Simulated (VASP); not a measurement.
# Si (P6_3/mmc) in VASP: notebook

Runs on Si. Level: LDA. Tasks: single point.

Program: VASP 6.6.1. These are calculated values, not measurements. Logs are shortened: lines on timing, memory, paths and dates and some standing lists are left out, and cuts for length are marked.

## (1) The cell of the first run

Symmetry: P6_3/mmc, No. 194, hexagonal system. The conventional cell has a = 4.029 Å, b = 4.029 Å, c = 5.599 Å, α = 90.00°, β = 90.00°, γ = 120.00°. Within 2.4 Å of Si (site symmetry 3m) lie 1 Si at 1.83 Å.

This isn't the form of Si at room conditions, which is diamond.

## (2) Single point, LDA

INCAR reads:

```
PREC = Accurate ; ENCUT = 520
EDIFF = 1E-7 ; ISMEAR = 0
SIGMA = 0.03 ; LREAL = False
LASPH = True ; NELM = 60
ALGO = Normal ; ISIF = 2
LWAVE = False ; LCHARG = False
GGA = CA ; NBANDS = 16
```

KPOINTS reads:

```
regular mesh
0
Gamma
  12 12 6
```

POSCAR reads:

```
Si
1.0
    4.0291929185      0.0000000000      0.0000000000
   -2.0145964593      3.4893834241      0.0000000000
    0.0000000000      0.0000000000      5.5985635602
Si
4
Direct
    0.3333333333      0.6666666667      0.0868883759
    0.6666666667      0.3333333333      0.5868883759
    0.3333333333      0.6666666667      0.4131116241
    0.6666666667      0.3333333333      0.9131116241
```

Potentials or basis: VASP PAW LDA potentials, release 64 (Si).

On the command line:

```
cat potpaw_LDA.64/Si/POTCAR > POTCAR
mpirun -np 1 vasp_std > vasp.out
```

OUTCAR:

```text
PREC = Accurate
   ENCUT = 520
   EDIFF = 1E-7
   ISMEAR = 0
   LREAL = False
   LASPH = True
   NELM = 60
   ISIF = 2
   GGA = CA

 ion  position               nearest neighbor table
   1  0.333  0.667  0.087-   3 1.83   4 2.52   4 2.52   4 2.52
   2  0.667  0.333  0.587-   4 1.83   3 2.52   3 2.52   3 2.52
   3  0.333  0.667  0.413-   1 1.83   2 2.52   2 2.52   2 2.52
   4  0.667  0.333  0.913-   2 1.83   1 2.52   1 2.52   1 2.52

  LATTYP: Found a hexagonal cell.
 ALAT       =     4.0291929185
 C/A-ratio  =     1.3895000000

  Lattice vectors:

 A1 = (   4.0291929185,   0.0000000000,   0.0000000000)
 A2 = (  -2.0145964593,   3.4893834241,   0.0000000000)
 A3 = (   0.0000000000,   0.0000000000,   5.5985635602)

Analysis of symmetry for initial positions (statically):
=====================================================================
 Subroutine PRICEL returns:
 Original cell was already a primitive cell.

 Routine SETGRP: Setting up the symmetry group for a
 hexagonal supercell.

 Subroutine GETGRP returns: Found 24 space group operations
 (whereof 12 operations were pure point group operations)
 out of a pool of 24 trial point group operations.

The static configuration has the point symmetry D_3d.
 The point group associated with its full space group is D_6h.

Analysis of symmetry for dynamics (positions and initial velocities):
=====================================================================
 Subroutine PRICEL returns:
 Original cell was already a primitive cell.

 Routine SETGRP: Setting up the symmetry group for a
 hexagonal supercell.

 Subroutine GETGRP returns: Found 24 space group operations
 (whereof 12 operations were pure point group operations)
 out of a pool of 24 trial point group operations.

The dynamic configuration has the point symmetry D_3d.
 The point group associated with its full space group is D_6h.

 Subroutine INISYM returns: Found 24 space group operations
 (whereof 12 operations are pure point group operations),
 and found     1 'primitive' translations

----------------------------------------------------------------------------------------

                                     Primitive cell

  volume of cell :      78.7124

  direct lattice vectors                    reciprocal lattice vectors
     4.029192918  0.000000000  0.000000000     0.248188662  0.143291791  0.000000000
    -2.014596459  3.489383424  0.000000000     0.000000000  0.286583582  0.000000000
     0.000000000  0.000000000  5.598563560     0.000000000  0.000000000  0.178617245

  length of vectors
     4.029192918  4.029192918  5.598563560     0.286583582  0.286583582  0.178617245

  position of ions in fractional coordinates (direct lattice)
     0.333333333  0.666666667  0.086888376
     0.666666667  0.333333333  0.586888376
     0.333333333  0.666666667  0.413111624
     0.666666667  0.333333333  0.913111624

  ion indices of the primitive-cell ions
   primitive index   ion index
                 1           1
                 2           2
                 3           3
                 4           4

----------------------------------------------------------------------------------------

 KPOINTS: regular mesh

Automatic generation of k-mesh.
 Grid dimensions read from file:
 generate k-points for:   12   12    6

 Generating k-lattice:

  Cartesian coordinates                     Fractional coordinates (reciprocal lattice)
     0.020682389  0.011940983  0.000000000     0.083333333  0.000000000  0.000000000
     0.000000000  0.023881965  0.000000000     0.000000000  0.083333333  0.000000000
     0.000000000  0.000000000  0.029769541     0.000000000  0.000000000  0.166666667

  Length of vectors
     0.023881965  0.023881965  0.029769541

  Shift w.r.t. Gamma in fractional coordinates (k-lattice)
     0.000000000  0.000000000  0.000000000

 Subroutine IBZKPT returns following result:
 ===========================================

 Found     76 irreducible k-points:

 Following reciprocal coordinates:
            Coordinates               Weight
  0.000000  0.000000  0.000000      1.000000
  0.083333  0.000000  0.000000      6.000000
  0.166667  0.000000  0.000000      6.000000
  0.250000  0.000000  0.000000      6.000000
  0.333333  0.000000  0.000000      6.000000
  0.416667 -0.000000  0.000000      6.000000
[... 16 lines left out ...]
  0.250000  0.000000  0.166667     12.000000
  0.333333  0.000000  0.166667     12.000000
 [... further k-points ...]
   k-points           NKPTS =     76   k-points in BZ     NKDIM =     76   number of bands    NBANDS=     16
   number of dos      NEDOS =    301   number of ions     NIONS =      4
   total plane-waves  NPLWV =  37800
   dimension x,y,z NGX =    30 NGY =   30 NGZ =   42
   dimension x,y,z NGXF=    60 NGYF=   60 NGZF=   84
   ions per type =               4
   NGX,Y,Z   is equivalent  to a cutoff of  12.38, 12.38, 12.47 a.u.
   NGXF,Y,Z  is equivalent  to a cutoff of  24.76, 24.76, 24.94 a.u.
 SYSTEM =  unknown system
   PREC   = accura    normal or accurate (medium, high low for compatibility)
   ISTART =      0    job   : 0-new  1-cont  2-samecut
   ICHARG =      2    charge: 1-file 2-atom 10-const
   ISPIN  =      1    spin polarized calculation?
   LNONCOLLINEAR =      F non collinear calculations
   LSORBIT =      F    spin-orbit coupling
   LASPH  =      T    aspherical Exc in radial PAW
   ENCUT  =  520.0 eV  38.22 Ry    6.18 a.u.   7.49  7.49 10.41*2*pi/ulx,y,z
   NELM   =     60;   NELMIN=  2; NELMDL= -5     # of ELM steps
   EDIFF  = 0.1E-06   stopping-criterion for ELM
   LREAL  =      F    real-space projection
   EDIFFG = 0.1E-05   stopping-criterion for IOM
   NSW    =      0    number of steps for IOM
   IBRION =     -1    ionic relax: 0-MD 1-quasi-New 2-CG
   NFREE  =      0    steps in history (QN), initial steepest desc. (CG)
   ISIF   =      2    stress and relaxation
   ISYM   =      2    0-nonsym 1-usesym 2-fastsym
   POTIM  = 0.5000    time-step for ionic-motion
   TEBEG  =    0.0;   TEEND  =   0.0 temperature during run
   PSTRESS=    0.0 pullay stress
   NELECT =      16.0000    total number of electrons
   NUPDOWN=      -1.0000    fix difference up-down
   EMIN   =  10.00;   EMAX   =-10.00  energy-range for DOS
   EFERMI =   0.00;   METHOD = LEGACY
   ISMEAR =     0;   SIGMA  =   0.03  broadening in eV -4-tet -1-fermi 0-gaus
   EFERMI_NEDOS =   21; number of points for ismear=-14 and -15
   IALGO  =     38    algorithm
   IMIX   =      4    mixing-type and parameters
     AMIX     =   0.40;   BMIX     =  1.00
     AMIX_MAG =   1.60;   BMIX_MAG =  1.00
  volume/ion in A,a.u.               =      19.68       132.79
  Fermi-wavevector in a.u.,A,eV,Ry     =   0.962573  1.818999 12.606436  0.926547
  Thomas-Fermi vector in A             =   2.092044
   LORBIT       =      0    0 simple, 1 ext, 2 COOP (PROOUT), +10 PAW based schemes
   GGA     = CA    functional components
   LHFCALC =     F    Hartree Fock is set to
   AEXX    =    0.0000 exact exchange contribution
   IVDW    =     0    specifies the selected vdW correction
   LEPSILON=     F    determine dielectric tensor
   LRPA    =     F    only Hartree local field effects (RPA)
 non-spin polarized calculation
 Gauss-broadening in eV      SIGMA  =   0.03
  energy-cutoff  :      520.00
  volume of cell :       78.71
 maximum number of plane-waves:      2144
 NGX is ok and might be reduce to    30

 number of electron      15.9999999 magnetization

 Free energy of the ion-electron system (eV)
  ---------------------------------------------------
  ext. energy  EPLUGINS =         0.00000000
  ---------------------------------------------------
  free energy    TOTEN  =       -18.37774514 eV

  energy without entropy =      -18.37743270  energy(sigma->0) =      -18.37758892

 E-fermi :   6.1927     XC(G=0):  -9.6183

 val. band max:        6.1542760146   @ k =   0.5000   0.0000   0.1667
 cond. band min:       6.1942937550   @ k =   0.4167  -0.0000   0.1667
 fundamental gap:      0.0400177404
 Fermi energy:         6.1927034451

 k-point     1 :       0.0000    0.0000    0.0000
  band No.  band energies     occupation
      1      -6.5315      2.00000
      2      -2.7399      2.00000
      3      -2.1465      2.00000
      4       3.6156      2.00000
      5       3.6156      2.00000
      6       4.6477      2.00000
[... 8 lines left out ...]
     15      11.0848      0.00000
     16      11.0848      0.00000

 k-point     2 :       0.0833    0.0000    0.0000
  band No.  band energies     occupation
      1      -6.4662      2.00000
      2      -2.7353      2.00000
      3      -2.0739      2.00000
      4       3.0978      2.00000
      5       3.4827      2.00000
      6       4.4196      2.00000
[... 8 lines left out ...]
     15      11.1035      0.00000
     16      11.3541      0.00000

 k-point     3 :       0.1667    0.0000    0.0000
  band No.  band energies     occupation
      1      -6.2732      2.00000
      2      -2.7419      2.00000
      3      -1.8578      2.00000
      4       2.1951      2.00000
      5       3.1805      2.00000
      6       3.9163      2.00000
[... 8 lines left out ...]
     15      11.7146      0.00000
     16      12.0735      0.00000

 k-point     4 :       0.2500    0.0000    0.0000
  band No.  band energies     occupation
      1      -5.9624      2.00000
      2      -2.8206      2.00000
      3      -1.5046      2.00000
      4       1.4030      2.00000
      5       2.8542      2.00000
      6       3.3347      2.00000
[... 8 lines left out ...]
     15      12.0826      0.00000
     16      13.0187      0.00000
[... 324 lines left out ...]
 k-point    22 :       0.1667    0.0000    0.1667
  band No.  band energies     occupation
      1      -6.1568      2.00000
      2      -3.5169      2.00000
      3      -0.9953      2.00000
      4       2.3818      2.00000
      5       3.2894      2.00000
      6       3.3094      2.00000
[... 8 lines left out ...]
     15      11.2931      0.00000
     16      11.4796      0.00000

 k-point    23 :       0.2500    0.0000    0.1667
  band No.  band energies     occupation
      1      -5.8490      2.00000
      2      -3.3833      2.00000
      3      -0.9672      2.00000
      4       1.6931      2.00000
      5       2.5234      2.00000
      6       2.9653      2.00000
[... 8 lines left out ...]
     15      11.7556      0.00000
     16      12.3958      0.00000

 k-point    24 :       0.3333    0.0000    0.1667
  band No.  band energies     occupation
      1      -5.4496      2.00000
      2      -3.3465      2.00000
      3      -0.9576      2.00000
      4       1.3272      2.00000
      5       1.7496      2.00000
      6       2.6989      2.00000
[... 8 lines left out ...]
     15      12.6102      0.00000
     16      13.3746      0.00000

 [... further k-points ...]

------------------------ aborting loop because EDIFF is reached ----------------------------------------

  FORCE on cell =-STRESS in cart. coord.  units (eV):
  Direction    XX          YY          ZZ          XY          YZ          ZX
  --------------------------------------------------------------------------------------
  -------------------------------------------------------------------------------------
  Total       -7.0730700     -7.0730700     46.4222144      0.0000000      0.0000000      0.0000000
  in kB     -143.9710498   -143.9710498    944.9157037      0.0000000      0.0000000      0.0000000
  external PRESSURE =     218.9912014 kB  Pullay stress =       0.0000000 kB

 VOLUME and BASIS-vectors are now :
 -----------------------------------------------------------------------------
  energy-cutoff  :      520.00
  volume of cell :       78.71
      direct lattice vectors                 reciprocal lattice vectors
     4.029192918  0.000000000  0.000000000     0.248188662  0.143291791  0.000000000
    -2.014596459  3.489383424  0.000000000     0.000000000  0.286583582  0.000000000
     0.000000000  0.000000000  5.598563560     0.000000000  0.000000000  0.178617245

 POSITION                                       TOTAL-FORCE (eV/Angst)
 -----------------------------------------------------------------------------------
     -0.00000      2.32626      0.48645        -0.000000      0.000000    -13.290426
      2.01460      1.16313      3.28573         0.000000     -0.000000    -13.290426
     -0.00000      2.32626      2.31283        -0.000000      0.000000     13.290426
      2.01460      1.16313      5.11211         0.000000     -0.000000     13.290426
 -----------------------------------------------------------------------------------
    total drift:                               -0.000000      0.000000      0.000000

  FREE ENERGIE OF THE ION-ELECTRON SYSTEM (eV)
  ---------------------------------------------------
  free  energy   TOTEN  =       -18.3777451401 eV

  energy  without entropy=      -18.3774326990  energy(sigma->0) =      -18.37758892
```

It took 1.7 min on 1 thread of Intel Xeon 8259CL, shared host; peak memory 0.2 GiB.

What came out:

```
Free energy            : -18.3777 eV
Pressure               : 21.9 GPa
Largest force          : 13.290 eV/Å
Band gap on the k mesh : zero (bands 8 and 9 overlap by 0.64 eV)
```

Forces in eV/Å, atoms in the order of the input:
```
Si    0.000   0.000 -13.290
Si    0.000   0.000 -13.290
Si    0.000   0.000  13.290
Si    0.000   0.000  13.290
```

Stress tensor (GPa, compression positive):
```
-14.40   0.00   0.00
  0.00 -14.40   0.00
  0.00   0.00  94.49
```

Caveat: the cell stands under pressure; semilocal functionals underestimate gaps, so a narrow gap can read as zero; forces of over 1 eV/Å act on the atoms, so gaps and moduli don't describe the material at rest.

## (3) Single point, LDA

This run uses another cell than the first one, of the same volume but with other edges.

INCAR reads:

```
SYSTEM = Si
PREC = Accurate
ENCUT = 520
EDIFF = 1E-7
ISMEAR = 0
SIGMA = 0.03
LREAL = .False.
LASPH = .True.
NELM = 60
ALGO = Normal
ISIF = 2
LWAVE = .False.
LCHARG = .False.
GGA = CA
NBANDS = 16
```

KPOINTS reads:

```
regular mesh
0
Gamma
  12 12 6
  0 0 0
```

POSCAR reads:

```
Si
1.0
    3.7054125847      0.0000000000      0.0000000000
   -1.8527062924      3.2089814298      0.0000000000
    0.0000000000      0.0000000000      6.6197195825
Si
4
Direct
    0.3333333333      0.6666666667      0.0487246481
    0.6666666667      0.3333333333      0.5487246481
    0.3333333333      0.6666666667      0.4512753519
    0.6666666667      0.3333333333      0.9512753519
```

Potentials or basis: VASP PAW LDA potentials, release 64 (Si).

On the command line:

```
cat potpaw_LDA.64/Si/POTCAR > POTCAR
mpirun -np 1 vasp_std > vasp.out
```

It took 1.8 min on 1 thread of Intel Xeon 8259CL, shared host; peak memory 0.2 GiB.

It converged, with:

```
Free energy            : -23.0303 eV
Pressure               : 4.4 GPa
Largest force          : 2.094 eV/Å
Band gap on the k mesh : zero (bands 8 and 9 overlap by 0.11 eV)
```

Forces in eV/Å, atoms in the order of the input:
```
Si   0.000  0.000  2.094
Si   0.000  0.000  2.094
Si   0.000  0.000 -2.094
Si   0.000  0.000 -2.094
```

Stress tensor (GPa, compression positive):
```
 11.98   0.00   0.00
  0.00  11.98   0.00
  0.00   0.00 -10.85
```

Levels at points of the mesh, in eV from the Fermi level:
```tsv
k point	band 5	band 6	band 7	band 8	band 9	band 10	band 11	band 12
(0.00, 0.00, 0.00)	-1.85	-0.92	-0.92	0.07	0.18	1.27	2.00	2.00
(0.50, 0.00, 0.00)	-4.56	-3.52	-2.84	-2.47	-0.04	1.52	2.41	3.07
(0.00, 0.00, 0.50)	-1.45	-1.45	-1.45	-1.45	1.84	1.84	2.60	2.60
(0.50, 0.00, 0.50)	-3.07	-3.07	-2.64	-2.64	0.37	0.37	0.66	0.66
```

Caveat: the cell stands under pressure; semilocal functionals underestimate gaps, so a narrow gap can read as zero; forces of over 1 eV/Å act on the atoms, so gaps and moduli don't describe the material at rest.
